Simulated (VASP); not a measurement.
Set up this calculation in VASP 6.6.1, as the native input.

```yaml
Task: electric field gradients
Functional: PBEsol
Potentials_or_basis: VASP PAW PBE potentials, release 64 (Sc_sv, Al)
Cutoff: 520 eV
k_mesh: 14 × 14 × 14
Occupations: fermi-dirac, width 0.15 eV
Spin: no spin polarisation
Dipole_correction: no
Further_INCAR_settings: ALGO = Fast; EDIFF = 1e-08; NBANDS = 18
```

The structure of ScAl3 lies in POSCAR:

```
ScAl3
1.0
   -1.9964968172      1.9964968172      4.3700212959
    1.9964968172     -1.9964968172      4.3700212959
    1.9964968172      1.9964968172     -4.3700212959
Sc Al
1 3
Direct
    0.0000000000      0.0000000000      0.0000000000
    0.7500000000      0.2500000000      0.5000000000
    0.2500000000      0.7500000000      0.5000000000
    0.5000000000      0.5000000000      0.0000000000
```

The input as run:

INCAR

```
SYSTEM = ScAl3
  PREC = Accurate
  ENCUT = 520
  EDIFF = 1E-8
  ISMEAR = -1
  SIGMA = 0.15
  LREAL = .False.
  LASPH = .True.
  NELM = 100
  ALGO = Fast
  ISIF = 2
  LWAVE = .False.
  LCHARG = .False.
  GGA = PS
  LEFG = .True.
  NBANDS = 18
```

KPOINTS

```
regular mesh
0
Gamma
  14 14 14
  0 0 0
```

Potentials or basis: VASP PAW PBE potentials, release 64 (Sc_sv, Al).

Launch:

```sh
$ cat potpaw_PBE.64/Sc_sv/POTCAR potpaw_PBE.64/Al/POTCAR > POTCAR
$ mpirun -np 1 vasp_std > vasp.out
```

It gave:

The pressure is 0.1 GPa, the band gap on the k mesh is zero (bands 10 and 11 overlap by 2.14 eV) and the largest electric field gradient by atom is Sc -11.9; Al -9.5, +28.4 (each value once) V/Å².

Caveat: without QUAD_EFG the Cq values of the log hold for a quadrupole moment of 1 mb, not for the nuclei; the PAW data sets were made with another functional, which shifts forces and pressure a little.

It took 15 min on 1 thread of Intel(R) Xeon(R) Platinum 8124M CPU @ 3.00GHz (Skylake/Cascade Lake), on a shared host, peak memory 0.46 GiB.
